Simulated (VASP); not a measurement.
Crystal: W.

```xyz
1
Lattice="2.5771 0.0000 0.0000 0.0000 2.5771 0.0000 0.0000 0.0000 2.5771" Properties=species:S:1:pos:R:3 pbc="T T T"
W     0.0000    0.0000    0.0000
```

```yaml
Program: VASP 6.6.1
Task: relaxation of cell and atoms
Functional: BLYP
Potentials_or_basis: VASP PAW PBE potentials, release 64 (W_sv)
Cutoff: 600 eV
k_mesh: 12 × 12 × 12
Occupations: fermi-dirac, width 0.1 eV
Spin: no spin polarisation
```

At the start: pressure 29.1 GPa; volume 17.12 Å³/atom.

Problem. How do energy, volume and symmetry change on relaxing?

Solution. Over 5 steps the energy falls by 171.1 meV/atom and the volume is 19.20 Å³/atom (+12.2 %); space group Pm-3m (No. 221, to 0.05 Å).

The path:
```csv
step,energy change (eV),largest force (eV/Å),pressure (GPa),volume (Å³)
1,0.0000,0.0000,29.06,17.12
2,0.6780,0.0000,-30.20,26.02
3,-0.1689,0.0000,-2.60,19.47
4,-0.1710,0.0000,-0.38,19.24
5,-0.1711,0.0000,0.06,19.20
```

Final structure:
```cif
data_structure
_symmetry_space_group_name_H-M 'P 1'
_symmetry_Int_Tables_number 1
_cell_length_a 2.6777
_cell_length_b 2.6777
_cell_length_c 2.6777
_cell_angle_alpha 90.000
_cell_angle_beta 90.000
_cell_angle_gamma 90.000
_cell_volume 19.20
loop_
_atom_site_label
_atom_site_type_symbol
_atom_site_fract_x
_atom_site_fract_y
_atom_site_fract_z
_atom_site_occupancy
W1 W 0.00000 0.00000 0.00000 1
```

Caveat: the PAW data sets were made with another functional, which shifts forces and pressure a little.
